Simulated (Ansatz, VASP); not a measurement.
## Si23H4O48 in VASP and in Ansatz

```xyz
75
Lattice="9.8316 0.0000 0.0000 -4.9158 8.5144 0.0000 0.0000 0.0000 10.8182" Properties=species:S:1:pos:R:3 pbc="T T T"
Si    2.6187    0.0083    1.7685
Si   -1.3010    2.3020    3.6317
Si    1.1100    2.0044    0.0011
Si   -2.2959    8.4953    7.1795
Si    8.4555    2.2679    9.0335
Si    1.1607    1.9456    5.4281
Si    0.1663    4.2805    1.8089
Si    6.0560    6.5358    3.6041
Si   -1.3042    6.2413   10.7820
Si    6.0521    6.5279    9.0085
Si   -1.3113    6.2633    5.3834
Si    7.5418    0.0366    1.8092
Si    3.5876    2.2741    3.5985
Si    6.0035    1.9755    0.0032
Si    7.5222    0.0105    7.2147
Si    3.5560    2.2628    9.0010
Si    6.0550    1.9907    5.4008
Si    5.0609    4.2643    1.8099
Si    1.1405    6.5592    3.5922
Si    3.6046    6.2743    0.0131
Si    5.0477    4.2535    7.2086
Si    1.1802    6.5494    8.9967
Si    3.5886    6.2623    5.4057
O    -0.3396    1.7593    4.8275
O     1.1130    3.1148    1.1890
O    -0.7587    3.7016    3.0146
O     1.6469    0.5951    0.5993
O     2.1154    2.5070    4.2338
O     3.5540    1.1785    2.3946
O    -0.3884    1.7869   10.2309
O     1.2584    2.9951    6.6710
O    -0.7751    3.6528    8.4174
O     1.6812    0.4890    5.9493
O     2.0700    2.5188    9.6062
O     3.5419    1.1618    7.8078
O    -2.8046    6.0139    4.8015
O    -1.3281    7.3940    1.1159
O    -3.2266    7.9187    2.9590
O    -0.7949    4.8520    0.6276
O    -0.3512    6.8064    4.1821
O     1.1203    5.4550    2.3964
O    -2.7995    6.0025   10.1946
O    -1.3057    7.3593    6.5885
O    -3.2443    7.9187    8.3722
O    -0.7779    4.8528    6.0088
O    -0.3357    6.7013    9.5566
O     1.3099    5.5210    7.7275
O     4.5815    1.7426    4.7729
O     5.9902    3.0897    1.1868
O     4.1085    3.6883    2.9951
O     6.5740    0.5885    0.6201
O     7.0417    2.5475    4.2342
O     8.4842    1.2054    2.4246
O     4.5170    1.7422   10.2090
O     5.9999    3.0845    6.6096
O     4.0722    3.6809    8.3860
O     6.5952    0.5883    6.0093
O     6.9573    2.4923    9.6089
O     8.4793    1.1633    7.8377
O     2.1092    6.0271    4.7849
O     3.5862    7.3948    1.1915
O     1.6874    7.9663    2.9997
O     4.1269    4.8655    0.6213
O     4.5739    6.7870    4.2190
O     6.0246    5.4119    2.4274
O     2.1163    6.0368   10.2273
O     3.5609    7.3612    6.6070
O     1.6433    7.9978    8.4195
O     4.1211    4.8526    6.0161
O     4.5724    6.7827    9.6247
O     6.0146    5.3940    7.8391
H     1.8168    4.5430    7.8637
H     0.5082    3.0321    7.3083
H     0.1014    4.9807    6.4437
H    -1.2142    4.0841    7.6480
```

Alike in both runs: task single point; functional PBE; k mesh 1 × 1 × 1; occupations gaussian, width 0.02 eV; no spin polarisation.

|  | VASP | Ansatz |
| --- | --- | --- |
| version | VASP 6.6.1 | Ansatz 0.2.0 |
| potentials or method | VASP PAW PBE potentials, release 64 (Si, O, H) | scalar-relativistic, plane waves, PAW |
| plane-wave cutoff (eV) | 520 | 420 |
| valence electrons in the cell | 384 | 384 |

```csv
,VASP,Ansatz,Ansatz less VASP
gap on the k mesh at the Fermi level (eV),5.67,5.67,+0.001
least direct gap on the mesh (eV),5.67,5.67,+0.001
```
